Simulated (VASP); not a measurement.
# Rb (P6_3/mmc) in VASP: notebook

Rb is run at these levels: PBE; tasks: single point.

Everything below comes from runs of VASP 6.6.1. Logs are shortened: lines on timing, memory, paths and dates and some standing lists are left out, and cuts for length are marked.

## (1) The cell of the first run

It takes space group P6_3/mmc (No. 194, hexagonal). The conventional cell has a = 4.601 Å, b = 4.601 Å, c = 7.591 Å, α = 90.00°, β = 90.00°, γ = 120.00°.

This isn't the form of Rb at room conditions, which is bcc.

## (2) Single point, PBE (69.59 Å³/atom)

INCAR reads:

```
PREC = Accurate ; ENCUT = 520
EDIFF = 1E-6 ; ISMEAR = -1
SIGMA = 0.08 ; LREAL = False
LASPH = True ; NELM = 60
ALGO = Normal ; ISIF = 2
LWAVE = False ; LCHARG = True
GGA = PE ; LELF = True
LVHAR = True ; NBANDS = 16
```

KPOINTS reads:

```
Automatic mesh
0
Gamma
  9 9 5
```

POSCAR reads:

```
Rb
1.0
    4.6011738063      0.0000000000      0.0000000000
   -2.3005869031      3.9847334035      0.0000000000
    0.0000000000      0.0000000000      7.5913527567
Rb
2
Direct
    0.3333333333      0.6666666667      0.2500000000
    0.6666666667      0.3333333333      0.7500000000
```

Potentials or basis: VASP PAW PBE potentials, release 64 (Rb_sv).

Started as:

```bash
$ cat potpaw_PBE.64/Rb_sv/POTCAR > POTCAR
$ mpirun -np 1 vasp_std > vasp.out
```

OUTCAR:

```text
PREC = Accurate
   ENCUT = 520
   EDIFF = 1E-6
   ISMEAR = -1
   LREAL = False
   LASPH = True
   NELM = 60
   ISIF = 2
   GGA = PE

 ion  position               nearest neighbor table
   1  0.333  0.667  0.250-   2 4.63   2 4.63   2 4.63   2 4.63   2 4.63   2 4.63
   2  0.667  0.333  0.750-   1 4.63   1 4.63   1 4.63   1 4.63   1 4.63   1 4.63

  LATTYP: Found a hexagonal cell.
 ALAT       =     4.6011738063
 C/A-ratio  =     1.6498730707

  Lattice vectors:

 A1 = (   4.6011738063,   0.0000000000,   0.0000000000)
 A2 = (  -2.3005869031,   3.9847334035,   0.0000000000)
 A3 = (   0.0000000000,   0.0000000000,   7.5913527567)

Analysis of symmetry for initial positions (statically):
=====================================================================
 Subroutine PRICEL returns:
 Original cell was already a primitive cell.

 Routine SETGRP: Setting up the symmetry group for a
 hexagonal supercell.

 Subroutine GETGRP returns: Found 24 space group operations
 (whereof 12 operations were pure point group operations)
 out of a pool of 24 trial point group operations.

The static configuration has the point symmetry D_3d.
 The point group associated with its full space group is D_6h.

Analysis of symmetry for dynamics (positions and initial velocities):
=====================================================================
 Subroutine PRICEL returns:
 Original cell was already a primitive cell.

 Routine SETGRP: Setting up the symmetry group for a
 hexagonal supercell.

 Subroutine GETGRP returns: Found 24 space group operations
 (whereof 12 operations were pure point group operations)
 out of a pool of 24 trial point group operations.

The dynamic configuration has the point symmetry D_3d.
 The point group associated with its full space group is D_6h.

 Subroutine INISYM returns: Found 24 space group operations
 (whereof 12 operations are pure point group operations),
 and found     1 'primitive' translations

----------------------------------------------------------------------------------------

                                     Primitive cell

  volume of cell :     139.1833

  direct lattice vectors                    reciprocal lattice vectors
     4.601173806  0.000000000  0.000000000     0.217335846  0.125478909  0.000000000
    -2.300586903  3.984733403  0.000000000     0.000000000  0.250957818  0.000000000
     0.000000000  0.000000000  7.591352757     0.000000000  0.000000000  0.131728828

  length of vectors
     4.601173806  4.601173806  7.591352757     0.250957818  0.250957818  0.131728828

  position of ions in fractional coordinates (direct lattice)
     0.333333333  0.666666667  0.250000000
     0.666666667  0.333333333  0.750000000

  ion indices of the primitive-cell ions
   primitive index   ion index
                 1           1
                 2           2

----------------------------------------------------------------------------------------

 KPOINTS: Automatic mesh

Automatic generation of k-mesh.
 Grid dimensions read from file:
 generate k-points for:    9    9    5

 Generating k-lattice:

  Cartesian coordinates                     Fractional coordinates (reciprocal lattice)
     0.024148427  0.013942101  0.000000000     0.111111111 -0.000000000  0.000000000
     0.000000000  0.027884202  0.000000000     0.000000000  0.111111111  0.000000000
     0.000000000  0.000000000  0.026345766     0.000000000  0.000000000  0.200000000

  Length of vectors
     0.027884202  0.027884202  0.026345766

  Shift w.r.t. Gamma in fractional coordinates (k-lattice)
     0.000000000  0.000000000  0.000000000

 Subroutine IBZKPT returns following result:
 ===========================================

 Found     36 irreducible k-points:

 Following reciprocal coordinates:
            Coordinates               Weight
  0.000000  0.000000  0.000000      1.000000
  0.111111 -0.000000  0.000000      6.000000
  0.222222  0.000000  0.000000      6.000000
  0.333333 -0.000000  0.000000      6.000000
  0.444444  0.000000  0.000000      6.000000
  0.111111  0.111111  0.000000      6.000000
[... 16 lines left out ...]
  0.333333  0.222222  0.200000     24.000000
  0.333333  0.333333  0.200000      4.000000
 [... further k-points ...]
   k-points           NKPTS =     36   k-points in BZ     NKDIM =     36   number of bands    NBANDS=     16
   number of dos      NEDOS =    301   number of ions     NIONS =      2
   total plane-waves  NPLWV =  72576
   dimension x,y,z NGX =    36 NGY =   36 NGZ =   56
   dimension x,y,z NGXF=    72 NGYF=   72 NGZF=  112
   ions per type =               2
   NGX,Y,Z   is equivalent  to a cutoff of  13.01, 13.01, 12.26 a.u.
   NGXF,Y,Z  is equivalent  to a cutoff of  26.01, 26.01, 24.53 a.u.
 SYSTEM =  unknown system
   PREC   = accura    normal or accurate (medium, high low for compatibility)
   ISTART =      0    job   : 0-new  1-cont  2-samecut
   ICHARG =      2    charge: 1-file 2-atom 10-const
   ISPIN  =      1    spin polarized calculation?
   LNONCOLLINEAR =      F non collinear calculations
   LSORBIT =      F    spin-orbit coupling
   LASPH  =      T    aspherical Exc in radial PAW
   ENCUT  =  520.0 eV  38.22 Ry    6.18 a.u.   8.56  8.56 14.11*2*pi/ulx,y,z
   NELM   =     60;   NELMIN=  2; NELMDL= -5     # of ELM steps
   EDIFF  = 0.1E-05   stopping-criterion for ELM
   LREAL  =      F    real-space projection
   EDIFFG = 0.1E-04   stopping-criterion for IOM
   NSW    =      0    number of steps for IOM
   IBRION =     -1    ionic relax: 0-MD 1-quasi-New 2-CG
   NFREE  =      0    steps in history (QN), initial steepest desc. (CG)
   ISIF   =      2    stress and relaxation
   ISYM   =      2    0-nonsym 1-usesym 2-fastsym
   POTIM  = 0.5000    time-step for ionic-motion
   TEBEG  =    0.0;   TEEND  =   0.0 temperature during run
   PSTRESS=    0.0 pullay stress
   NELECT =      18.0000    total number of electrons
   NUPDOWN=      -1.0000    fix difference up-down
   EMIN   =  10.00;   EMAX   =-10.00  energy-range for DOS
   EFERMI =   0.00;   METHOD = LEGACY
   ISMEAR =    -1;   SIGMA  =   0.08  broadening in eV -4-tet -1-fermi 0-gaus
   EFERMI_NEDOS =   21; number of points for ismear=-14 and -15
   IALGO  =     38    algorithm
   IMIX   =      4    mixing-type and parameters
     AMIX     =   0.40;   BMIX     =  1.00
     AMIX_MAG =   1.60;   BMIX_MAG =  1.00
  volume/ion in A,a.u.               =      69.59       469.63
  Fermi-wavevector in a.u.,A,eV,Ry     =   0.827885  1.564476  9.325344  0.685393
  Thomas-Fermi vector in A             =   1.940166
   LORBIT       =      0    0 simple, 1 ext, 2 COOP (PROOUT), +10 PAW based schemes
   GGA     = PE    functional components
   LHFCALC =     F    Hartree Fock is set to
   AEXX    =    0.0000 exact exchange contribution
   IVDW    =     0    specifies the selected vdW correction
   LEPSILON=     F    determine dielectric tensor
   LRPA    =     F    only Hartree local field effects (RPA)
 non-spin polarized calculation
  energy-cutoff  :      520.00
  volume of cell :      139.18
 maximum number of plane-waves:      3791
 NGX is ok and might be reduce to    36
   NGX = 17   NGY = 17   NGZ = 29

 number of electron      18.0000000 magnetization

 Free energy of the ion-electron system (eV)
  ---------------------------------------------------
  ext. energy  EPLUGINS =         0.00000000
  ---------------------------------------------------
  free energy    TOTEN  =        -1.75815662 eV

  energy without entropy =       -1.72648422  energy(sigma->0) =       -1.74232042

 E-fermi :   0.7306     XC(G=0):  -6.1575

 val. band max:        0.6430065122   @ k =   0.1111   0.1111   0.2000
 cond. band min:       0.7485939325   @ k =   0.0000   0.0000   0.0000
 fundamental gap:      0.1055874203
 Fermi energy:         0.7305967136

 k-point     1 :       0.0000    0.0000    0.0000
  band No.  band energies     occupation
      1     -28.0972      2.00000
      2     -28.0842      2.00000
      3     -12.3243      2.00000
      4     -12.1227      2.00000
      5     -12.1227      2.00000
      6     -12.0962      2.00000
[... 8 lines left out ...]
     15       4.8838      0.00000
     16       4.8838      0.00000

 k-point     2 :       0.1111   -0.0000    0.0000
  band No.  band energies     occupation
      1     -28.0958      2.00000
      2     -28.0834      2.00000
      3     -12.3149      2.00000
      4     -12.1444      2.00000
      5     -12.1293      2.00000
      6     -12.1166      2.00000
[... 8 lines left out ...]
     15       4.7179      0.00000
     16       5.0262      0.00000

 k-point     3 :       0.2222    0.0000    0.0000
  band No.  band energies     occupation
      1     -28.0920      2.00000
      2     -28.0816      2.00000
      3     -12.2894      2.00000
      4     -12.1997      2.00000
      5     -12.1715      2.00000
      6     -12.1454      2.00000
[... 8 lines left out ...]
     15       4.8190      0.00000
     16       4.9244      0.00000

 k-point     4 :       0.3333   -0.0000    0.0000
  band No.  band energies     occupation
      1     -28.0873      2.00000
      2     -28.0799      2.00000
      3     -12.2629      2.00000
      4     -12.2550      2.00000
      5     -12.2306      2.00000
      6     -12.1630      2.00000
[... 8 lines left out ...]
     15       4.4906      0.00000
     16       5.5031      0.00000
[... 324 lines left out ...]
 k-point    22 :       0.2222    0.2222    0.2000
  band No.  band energies     occupation
      1     -28.0846      2.00000
      2     -28.0799      2.00000
      3     -12.2724      2.00000
      4     -12.2633      2.00000
      5     -12.2038      2.00000
      6     -12.1882      2.00000
[... 8 lines left out ...]
     15       3.5805      0.00000
     16       5.5240      0.00000

 k-point    23 :       0.3333    0.2222    0.2000
  band No.  band energies     occupation
      1     -28.0818      2.00000
      2     -28.0794      2.00000
      3     -12.2868      2.00000
      4     -12.2664      2.00000
      5     -12.2208      2.00000
      6     -12.1877      2.00000
[... 8 lines left out ...]
     15       3.8069      0.00000
     16       5.2458      0.00000

 k-point    24 :       0.3333    0.3333    0.2000
  band No.  band energies     occupation
      1     -28.0801      2.00000
      2     -28.0801      2.00000
      3     -12.2623      2.00000
      4     -12.2552      2.00000
      5     -12.2552      2.00000
      6     -12.2077      2.00000
[... 8 lines left out ...]
     15       3.9650      0.00000
     16       5.4212      0.00000

 [... further k-points ...]
[... 5 lines left out ...]
  --------------------------------------------------------------------------------------
  -------------------------------------------------------------------------------------
  Total        1.0763905      1.0763905      1.0809402      0.0000000      0.0000000      0.0000000
  in kB       12.3906294     12.3906294     12.4430018      0.0000000      0.0000000      0.0000000
  external PRESSURE =      12.4080869 kB  Pullay stress =       0.0000000 kB

 VOLUME and BASIS-vectors are now :
 -----------------------------------------------------------------------------
  energy-cutoff  :      520.00
  volume of cell :      139.18
      direct lattice vectors                 reciprocal lattice vectors
     4.601173806  0.000000000  0.000000000     0.217335846  0.125478909  0.000000000
    -2.300586903  3.984733403  0.000000000     0.000000000  0.250957818  0.000000000
     0.000000000  0.000000000  7.591352757     0.000000000  0.000000000  0.131728828

 POSITION                                       TOTAL-FORCE (eV/Angst)
 -----------------------------------------------------------------------------------
     -0.00000      2.65649      1.89784        -0.000000     -0.000000      0.000000
      2.30059      1.32824      5.69351         0.000000      0.000000      0.000000
 -----------------------------------------------------------------------------------
    total drift:                               -0.000000      0.000000     -0.000000

  FREE ENERGIE OF THE ION-ELECTRON SYSTEM (eV)
  ---------------------------------------------------
  free  energy   TOTEN  =        -1.7581566219 eV

  energy  without entropy=       -1.7264842158  energy(sigma->0) =       -1.74232042
```

Wall time 26 s (1 thread of Intel Xeon 6975P-C (Granite Rapids), shared host); peak memory 0.26 GiB.

Results:

| Property | Result |
| --- | --- |
| Free energy | -1.7582 eV |
| Pressure | 1.2 GPa |
| Band gap on the k mesh | zero (bands 9 and 10 overlap by 2.17 eV) |

## (3) Single point, PBE

This run uses another cell than the first one, of 76.92 Å³/atom.

INCAR reads:

```
  PREC = Accurate
  ENCUT = 520
  EDIFF = 1E-6
  ISMEAR = -1
  SIGMA = 0.08
  LREAL = F
  LASPH = T
  NELM = 60
  ALGO = Normal
  ISIF = 2
  LWAVE = F
  LCHARG = T
  GGA = PE
  LELF = T
  LVHAR = T
  NBANDS = 16
```

KPOINTS is that of step 2.

POSCAR reads:

```
Rb
1.0
    4.7572634577      0.0000000000      0.0000000000
   -2.3786317288      4.1199110068      0.0000000000
    0.0000000000      0.0000000000      7.8488808692
Rb
2
Direct
    0.3333333333      0.6666666667      0.2500000000
    0.6666666667      0.3333333333      0.7500000000
```

Potentials or basis: VASP PAW PBE potentials, release 64 (Rb_sv).

Started as:

```bash
$ cat potpaw_PBE.64/Rb_sv/POTCAR > POTCAR
$ mpirun -np 1 vasp_std > vasp.out
```

Wall time 33 s (1 thread of Intel Xeon 6975P-C (Granite Rapids), shared host); peak memory 0.27 GiB.

Results (log left out):

* Free energy: -1.8433 eV
* Pressure: 0.7 GPa
* Band gap on the k mesh: zero (bands 9 and 10 overlap by 2.11 eV)

Levels at points of the mesh, in eV from the Fermi level:
| k point | band 6 | band 7 | band 8 | band 9 | band 10 | band 11 | band 12 | band 13 |
| --- | --- | --- | --- | --- | --- | --- | --- | --- |
| (0.00, 0.00, 0.00) | -12.86 | -12.86 | -12.86 | -2.22 | 0.06 | 0.73 | 3.61 | 3.61 |
